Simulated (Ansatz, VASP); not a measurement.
## TiO2 in VASP and in Ansatz

```
Ti O
1.0
     4.59685    0.00000    0.00000
     0.00000    4.59685    0.00000
     0.00000    0.00000    2.95350
Ti O
2 4
Cartesian
  0.0000 0.0000 0.0000
  2.2984 2.2984 1.4768
  1.4004 1.4004 0.0000
  0.8980 3.6988 1.4768
  3.1964 3.1964 0.0000
  3.6988 0.8980 1.4768
```

Alike in both runs: task single point; functional r2SCAN; k mesh 6 × 6 × 8; no spin polarisation.

|  | VASP | Ansatz |
| --- | --- | --- |
| version | VASP 6.6.1 | Ansatz 0.2.0 |
| potentials or method | VASP PAW PBE potentials, release 64 (Ti_sv, O) | plane waves, PAW |
| plane-wave cutoff (eV) | 520 | 500 |
| occupations | gaussian, width 0.01 eV | fixed |
| valence electrons in the cell | 48 | 48 |

Ansatz gave:

| Property | Result |
| --- | --- |
| gap on the k mesh at the Fermi level (eV) | 2.22 |
| pressure (GPa) | 0.0 |
| traceless stress, the component that is largest in VASP (GPa) | 0.02 |
| rms of the force components (eV/Å) | 0.002 |

Q: What did VASP give for the same quantities?

A: gap on the k mesh at the Fermi level (eV): 2.23; pressure (GPa): 1.3; traceless stress, the component that is largest in VASP (GPa): 0.49; rms of the force components (eV/Å): 0.018.

VASP's potentials were made for PBE, not for r2SCAN. Atom by atom the forces differ by 0.016 eV/Å (rms over components).
